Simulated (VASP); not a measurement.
# Cu (I4/mmm) in VASP: notebook

Cu is run at these levels: PBE; tasks: single point.

All numbers are computed with VASP 6.6.1; they aren't measurements. Logs are shortened: lines on timing, memory, paths and dates and some standing lists are left out, and cuts for length are marked.

### 1 The cell of the first run

It takes space group I4/mmm (No. 139, tetragonal). Conventional cell: a = 2.856 Å, b = 2.856 Å, c = 2.472 Å, α = 90.00°, β = 90.00°, γ = 90.00°. Cu (site symmetry 4/mmm) has 14 Cu at 2.37 to 2.86 Å within 3.1 Å.

### 2 Single point, PBE (10.08 Å³/atom)

INCAR

```
SYSTEM = Cu
PREC = Accurate ; ENCUT = 520
EDIFF = 1E-7 ; ISMEAR = 0
SIGMA = 0.15 ; LREAL = .False.
LASPH = .True. ; NELM = 60
ALGO = Normal ; ISIF = 2
LWAVE = .False. ; LCHARG = .True.
GGA = PE ; LELF = .True.
LVHAR = .True. ; NBANDS = 12
```

KPOINTS

```
regular mesh
0
Gamma
  24 24 24
  0 0 0
```

POSCAR

```
Cu
1.0
   -1.4278417242      1.4278417242      1.2359397965
    1.4278417242     -1.4278417242      1.2359397965
    1.4278417242      1.4278417242     -1.2359397965
Cu
1
Direct
    0.0000000000      0.0000000000      0.0000000000
```

Potentials or basis: VASP PAW PBE potentials, release 64 (Cu).

Command:

```sh
> cat potpaw_PBE.64/Cu/POTCAR > POTCAR
> mpirun -np 1 vasp_std > vasp.out
```

OUTCAR:

```text
SYSTEM = Cu
   PREC = Accurate
   ENCUT = 520
   EDIFF = 1E-7
   ISMEAR = 0
   LREAL = .False.
   LASPH = .True.
   NELM = 60
   ISIF = 2
   GGA = PE

 ion  position               nearest neighbor table
   1  0.000  0.000  0.000-

  LATTYP: Found a body centered tetragonal cell.
 ALAT       =     2.8556834484
 C/A-ratio  =     0.8656000000

  Lattice vectors:

 A1 = (  -1.4278417242,   1.4278417242,   1.2359397965)
 A2 = (   1.4278417242,  -1.4278417242,   1.2359397965)
 A3 = (   1.4278417242,   1.4278417242,  -1.2359397965)

Analysis of symmetry for initial positions (statically):
=====================================================================
 Subroutine PRICEL returns:
 Original cell was already a primitive cell.

 Routine SETGRP: Setting up the symmetry group for a
 body centered tetragonal supercell.

 Subroutine GETGRP returns: Found 16 space group operations
 (whereof 16 operations were pure point group operations)
 out of a pool of 16 trial point group operations.

The static configuration has the point symmetry D_4h.

Analysis of symmetry for dynamics (positions and initial velocities):
=====================================================================
 Subroutine PRICEL returns:
 Original cell was already a primitive cell.

 Routine SETGRP: Setting up the symmetry group for a
 body centered tetragonal supercell.

 Subroutine GETGRP returns: Found 16 space group operations
 (whereof 16 operations were pure point group operations)
 out of a pool of 16 trial point group operations.

The dynamic configuration has the point symmetry D_4h.

 Subroutine INISYM returns: Found 16 space group operations
 (whereof 16 operations are pure point group operations),
 and found     1 'primitive' translations

----------------------------------------------------------------------------------------

                                     Primitive cell

  volume of cell :      10.0790

  direct lattice vectors                    reciprocal lattice vectors
    -1.427841724  1.427841724  1.235939797     0.000000000  0.350178869  0.404550449
     1.427841724 -1.427841724  1.235939797     0.350178869  0.000000000  0.404550449
     1.427841724  1.427841724 -1.235939797     0.350178869  0.350178869  0.000000000

  length of vectors
     2.367490477  2.367490477  2.367490477     0.535057293  0.535057293  0.495227706

  position of ions in fractional coordinates (direct lattice)
     0.000000000  0.000000000  0.000000000

  ion indices of the primitive-cell ions
   primitive index   ion index
                 1           1

----------------------------------------------------------------------------------------

 KPOINTS: regular mesh

Automatic generation of k-mesh.
 Grid dimensions read from file:
 generate k-points for:   24   24   24

 Generating k-lattice:

  Cartesian coordinates                     Fractional coordinates (reciprocal lattice)
     0.000000000  0.014590786  0.016856269     0.041666667 -0.000000000  0.000000000
     0.014590786  0.000000000  0.016856269    -0.000000000  0.041666667  0.000000000
     0.014590786  0.014590786  0.000000000     0.000000000  0.000000000  0.041666667

  Length of vectors
     0.022294054  0.022294054  0.020634488

  Shift w.r.t. Gamma in fractional coordinates (k-lattice)
     0.000000000  0.000000000  0.000000000

 Subroutine IBZKPT returns following result:
 ===========================================

 Found   1063 irreducible k-points:

 Following reciprocal coordinates:
            Coordinates               Weight
  0.000000  0.000000  0.000000      1.000000
  0.041667 -0.000000  0.000000      8.000000
  0.083333  0.000000 -0.000000      8.000000
  0.125000  0.000000  0.000000      8.000000
  0.166667  0.000000 -0.000000      8.000000
  0.208333  0.000000  0.000000      8.000000
[... 16 lines left out ...]
  0.416667  0.041667  0.000000     16.000000
  0.458333  0.041667 -0.000000     16.000000
 [... further k-points ...]
   k-points           NKPTS =   1063   k-points in BZ     NKDIM =   1063   number of bands    NBANDS=     12
   number of dos      NEDOS =    301   number of ions     NIONS =      1
   total plane-waves  NPLWV =   5832
   dimension x,y,z NGX =    18 NGY =   18 NGZ =   18
   dimension x,y,z NGXF=    36 NGYF=   36 NGZF=   36
   ions per type =               1
   NGX,Y,Z   is equivalent  to a cutoff of  12.64, 12.64, 12.64 a.u.
   NGXF,Y,Z  is equivalent  to a cutoff of  25.28, 25.28, 25.28 a.u.
 SYSTEM =  Cu
   PREC   = accura    normal or accurate (medium, high low for compatibility)
   ISTART =      0    job   : 0-new  1-cont  2-samecut
   ICHARG =      2    charge: 1-file 2-atom 10-const
   ISPIN  =      1    spin polarized calculation?
   LNONCOLLINEAR =      F non collinear calculations
   LSORBIT =      F    spin-orbit coupling
   LASPH  =      T    aspherical Exc in radial PAW
   ENCUT  =  520.0 eV  38.22 Ry    6.18 a.u.   4.40  4.40  4.40*2*pi/ulx,y,z
   NELM   =     60;   NELMIN=  2; NELMDL= -5     # of ELM steps
   EDIFF  = 0.1E-06   stopping-criterion for ELM
   LREAL  =      F    real-space projection
   EDIFFG = 0.1E-05   stopping-criterion for IOM
   NSW    =      0    number of steps for IOM
   IBRION =     -1    ionic relax: 0-MD 1-quasi-New 2-CG
   NFREE  =      0    steps in history (QN), initial steepest desc. (CG)
   ISIF   =      2    stress and relaxation
   ISYM   =      2    0-nonsym 1-usesym 2-fastsym
   POTIM  = 0.5000    time-step for ionic-motion
   TEBEG  =    0.0;   TEEND  =   0.0 temperature during run
   PSTRESS=    0.0 pullay stress
   NELECT =      11.0000    total number of electrons
   NUPDOWN=      -1.0000    fix difference up-down
   EMIN   =  10.00;   EMAX   =-10.00  energy-range for DOS
   EFERMI =   0.00;   METHOD = LEGACY
   ISMEAR =     0;   SIGMA  =   0.15  broadening in eV -4-tet -1-fermi 0-gaus
   EFERMI_NEDOS =   21; number of points for ismear=-14 and -15
   IALGO  =     38    algorithm
   IMIX   =      4    mixing-type and parameters
     AMIX     =   0.40;   BMIX     =  1.00
     AMIX_MAG =   1.60;   BMIX_MAG =  1.00
  volume/ion in A,a.u.               =      10.08        68.02
  Fermi-wavevector in a.u.,A,eV,Ry     =   1.685517  3.185166 38.653729  2.840969
  Thomas-Fermi vector in A             =   2.768347
   LORBIT       =      0    0 simple, 1 ext, 2 COOP (PROOUT), +10 PAW based schemes
   GGA     = PE    functional components
   LHFCALC =     F    Hartree Fock is set to
   AEXX    =    0.0000 exact exchange contribution
   IVDW    =     0    specifies the selected vdW correction
   LEPSILON=     F    determine dielectric tensor
   LRPA    =     F    only Hartree local field effects (RPA)
 non-spin polarized calculation
 Gauss-broadening in eV      SIGMA  =   0.15
  energy-cutoff  :      520.00
  volume of cell :       10.08
 maximum number of plane-waves:       289
 NGX is ok and might be reduce to    18
   NGX =  9   NGY =  9   NGZ =  9

 number of electron      11.0000001 magnetization

 Free energy of the ion-electron system (eV)
  ---------------------------------------------------
  ext. energy  EPLUGINS =         0.00000000
  ---------------------------------------------------
  free energy    TOTEN  =        -3.48272071 eV

  energy without entropy =       -3.47916162  energy(sigma->0) =       -3.48094116

 E-fermi :   9.7818     XC(G=0): -13.6713

 val. band max:        9.7789342477   @ k =  -0.3750   0.5000   0.0417
 cond. band min:       9.7833554857   @ k =  -0.3333   0.4583   0.1250
 fundamental gap:      0.0044212381
 Fermi energy:         9.7817832433

 k-point     1 :       0.0000    0.0000    0.0000
  band No.  band energies     occupation
      1      -0.8964      2.00000
      2       5.6302      2.00000
      3       6.3937      2.00000
      4       6.3937      2.00000
      5       6.8016      2.00000
      6       7.6332      2.00000
      7      34.4076      0.00000
      8      34.4076      0.00000
      9      39.2152      0.00000
     10      39.2280      0.00000
     11      39.7136      0.00000
     12      41.9035      0.00000

 k-point     2 :       0.0417   -0.0000    0.0000
  band No.  band energies     occupation
      1      -0.8164      2.00000
      2       5.6433      2.00000
      3       6.3861      2.00000
      4       6.3925      2.00000
      5       6.8111      2.00000
      6       7.6181      2.00000
      7      34.1744      0.00000
      8      34.2229      0.00000
      9      38.3837      0.00000
     10      39.2365      0.00000
     11      39.7981      0.00000
     12      41.0582      0.00000

 k-point     3 :       0.0833    0.0000   -0.0000
  band No.  band energies     occupation
      1      -0.5784      2.00000
      2       5.6712      2.00000
      3       6.3579      2.00000
      4       6.4009      2.00000
      5       6.8447      2.00000
      6       7.5765      2.00000
      7      33.5227      0.00000
      8      33.7622      0.00000
      9      36.4013      0.00000
     10      38.6784      0.00000
     11      40.0237      0.00000
     12      40.1415      0.00000

 k-point     4 :       0.1250    0.0000    0.0000
  band No.  band energies     occupation
      1      -0.1881      2.00000
      2       5.6814      2.00000
      3       6.3011      2.00000
      4       6.4521      2.00000
      5       6.9105      2.00000
      6       7.5181      2.00000
      7      32.4452      0.00000
      8      33.1719      0.00000
      9      34.2606      0.00000
     10      37.4846      0.00000
     11      39.1469      0.00000
     12      40.4654      0.00000

 k-point     5 :       0.1667    0.0000   -0.0000
  band No.  band energies     occupation
      1       0.3426      2.00000
      2       5.6419      2.00000
      3       6.2192      2.00000
      4       6.5787      2.00000
      5       7.0098      2.00000
      6       7.4548      2.00000
      7      30.6645      0.00000
      8      32.5297      0.00000
      9      32.6409      0.00000
     10      36.2137      0.00000
     11      38.2522      0.00000
     12      41.0180      0.00000
[... 228 lines left out ...]
      1       3.3673      2.00000
      2       5.1174      2.00000
      3       6.6648      2.00000
      4       7.2722      2.00000
      5       7.7248      2.00000
      6       7.8334      2.00000
      7      20.3264      0.00000
      8      28.2630      0.00000
      9      29.1905      0.00000
     10      32.8528      0.00000
     11      36.2592      0.00000
     12      42.8516      0.00000

 k-point    22 :       0.3750    0.0417    0.0000
  band No.  band energies     occupation
      1       3.6270      2.00000
      2       5.0211      2.00000
      3       7.0938      2.00000
      4       7.4451      2.00000
      5       7.8517      2.00000
      6       8.2413      2.00000
      7      18.3971      0.00000
      8      27.7068      0.00000
      9      28.5066      0.00000
     10      32.6627      0.00000
     11      36.1800      0.00000
     12      43.4291      0.00000

 k-point    23 :       0.4167    0.0417    0.0000
  band No.  band energies     occupation
      1       3.7305      2.00000
      2       4.9543      2.00000
      3       7.1801      2.00000
      4       7.7295      2.00000
      5       7.9919      2.00000
      6       8.8843      2.00000
      7      16.8031      0.00000
      8      27.2814      0.00000
      9      28.0521      0.00000
     10      32.5573      0.00000
     11      36.1698      0.00000
     12      43.9727      0.00000

 k-point    24 :       0.4583    0.0417   -0.0000
  band No.  band energies     occupation
      1       3.7609      2.00000
      2       4.9215      2.00000
      3       7.2062      2.00000
      4       7.8036      2.00000
      5       8.0941      2.00000
      6       9.4548      1.99795
      7      15.8427      0.00000
      8      27.0043      0.00000
      9      27.8416      0.00000
     10      32.5328      0.00000
     11      36.2100      0.00000
     12      44.4858      0.00000

 [... further k-points ...]
[... 5 lines left out ...]
  --------------------------------------------------------------------------------------
  -------------------------------------------------------------------------------------
  Total        2.3013470      2.3013470      2.7817440      0.0000000      0.0000000      0.0000000
  in kB      365.8265726    365.8265726    442.1914114      0.0000000      0.0000000      0.0000000
  external PRESSURE =     391.2815188 kB  Pullay stress =       0.0000000 kB

 VOLUME and BASIS-vectors are now :
 -----------------------------------------------------------------------------
  energy-cutoff  :      520.00
  volume of cell :       10.08
      direct lattice vectors                 reciprocal lattice vectors
    -1.427841724  1.427841724  1.235939797     0.000000000  0.350178869  0.404550449
     1.427841724 -1.427841724  1.235939797     0.350178869  0.000000000  0.404550449
     1.427841724  1.427841724 -1.235939797     0.350178869  0.350178869  0.000000000

 POSITION                                       TOTAL-FORCE (eV/Angst)
 -----------------------------------------------------------------------------------
      0.00000      0.00000      0.00000        -0.000000      0.000000      0.000000
 -----------------------------------------------------------------------------------
    total drift:                                0.000000      0.000000      0.000000

  FREE ENERGIE OF THE ION-ELECTRON SYSTEM (eV)
  ---------------------------------------------------
  free  energy   TOTEN  =        -3.4827207078 eV

  energy  without entropy=       -3.4791616165  energy(sigma->0) =       -3.48094116
```

Wall time 2.6 min (1 thread of Intel Xeon Platinum 8259CL at 2.50GHz (Skylake/Cascade Lake), shared host); peak memory 0.22 GiB.

What came out:

```
Free energy            : -3.4827 eV
Pressure               : 39.1 GPa
Band gap on the k mesh : zero (an odd number of electrons rules out a gap without spin polarisation)
```

Stress tensor (GPa, compression positive):
```
36.58  0.00  0.00
 0.00 36.58  0.00
 0.00  0.00 44.22
```

Levels at points of the mesh, in eV from the Fermi level:
| k point | band 2 | band 3 | band 4 | band 5 | band 6 | band 7 | band 8 | band 9 | band 10 | band 11 |
| --- | --- | --- | --- | --- | --- | --- | --- | --- | --- | --- |
| (0.00, 0.00, 0.00) | -4.15 | -3.39 | -3.39 | -2.98 | -2.15 | 24.63 | 24.63 | 29.43 | 29.45 | 29.93 |
| (0.50, 0.00, 0.00) | -4.87 | -2.54 | -1.90 | -1.54 | -0.54 | 5.94 | 17.67 | 18.23 | 22.31 | 26.06 |
| (0.50, 0.50, 0.00) | -3.97 | -3.06 | -2.49 | -1.84 | -1.59 | 4.16 | 21.62 | 23.21 | 26.24 | 29.50 |
| (0.50, 0.50, 0.50) | -5.64 | -1.77 | -1.77 | -1.60 | 6.98 | 6.98 | 13.29 | 13.34 | 14.64 | 21.03 |

Caveat: the cell stands under pressure.

(Part 1 of 2 ends here.)
